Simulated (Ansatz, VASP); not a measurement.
TePb in VASP and in Ansatz

```
CELL_PARAMETERS angstrom
0.00000 3.23100 3.23100
3.23100 0.00000 3.23100
3.23100 3.23100 0.00000
ATOMIC_POSITIONS crystal
Te 0.50000 0.50000 0.50000
Pb 0.00000 0.00000 0.00000
```

Alike in both runs: task single point; functional PBE; k mesh 6 × 6 × 6; occupations fermi-dirac, width 0.02 eV; no spin polarisation.

```csv
,VASP,Ansatz
version,VASP 6.6.1,Ansatz 0.2.0
potentials or method,"VASP PAW PBE potentials, release 64 (Te, Pb_d), cutoff 500 eV","plane waves, PAW"
valence electrons in the cell,20,30
```

```csv
,VASP,Ansatz,Ansatz less VASP
pressure (GPa),2.1,2.1,+0.06
```

VASP's potentials hold 20 valence electrons a cell and Ansatz's 30, so a difference there can come from the potentials and not from the codes.

Neither program's run includes spin-orbit coupling.
